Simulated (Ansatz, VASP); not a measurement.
WS2 in VASP and in Ansatz

INCAR

```
  PREC = Accurate
  ENCUT = 500
  EDIFF = 1E-6
  ISMEAR = 1
  SIGMA = 0.1
  LREAL = F
  LASPH = T
  NELM = 120
  ALGO = Normal
  ISIF = 2
  LWAVE = F
  LCHARG = F
  NBANDS = 20
  GGA_COMPAT = F
```

The input KPOINTS:

```
regular mesh
0
Gamma
  6 6 1
```

Contents of POSCAR:

```
WS2
1.0
    3.1835200000      0.0000000000      0.0000000000
   -1.5917600000      2.7570100000      0.0000000000
    0.0000000000      0.0000000000     16.9505800000
W S
1 2
Direct
    0.3450974106      0.6554021144     -0.0011306066
    0.6730777463      0.3140115456      0.9086533858
    0.6871506451      0.3262988597      0.0906521048
```

Input for Ansatz:

```yaml
crystal:
  lattice:
    - [3.18352, 0.0, 0.0]
    - [-1.59176, 2.75701, 0.0]
    - [0.0, 0.0, 16.95058]
  atoms:
    - { symbol: W, position: [0.34509741058942545, 0.6554021144367485, -0.0011306065511524153] }
    - { symbol: S, position: [0.6730777462935412, 0.3140115456189255, 0.9086533857851621] }
    - { symbol: S, position: [0.6871506450644823, 0.3262988597420148, 0.09065210482918058] }
basis:
  ecutwfc: 450.0
kpoints:
  mp_grid:
    grid: [6, 6, 1]
hamiltonian:
  xc: lda
scf:
  max_iter: 50
  occupations:
    method: cold
    width: 0.1
output:
  forces: true
```

Alike in both runs: task single point; functional LDA; k mesh 6 × 6 × 1; no spin polarisation.

```csv
,VASP,Ansatz
version,VASP 6.6.1,Ansatz 0.2.0
potentials or method,"VASP PAW LDA potentials, release 64 (W_sv, S), cutoff 500 eV","plane waves, PAW"
occupations,"methfessel-paxton of order 1, width 0.1 eV","cold, width 0.1 eV"
valence electrons in the cell,26,26
```

```csv
,VASP,Ansatz,Ansatz less VASP
rms of the force components (eV/Å),0.223,0.224,+0.0009
```

LDA's correlation is that of Perdew and Zunger in VASP and of Perdew and Wang (1992) in Ansatz. Atom by atom the forces differ by 0.019 eV/Å (rms over components).

Spin-orbit coupling is off throughout.
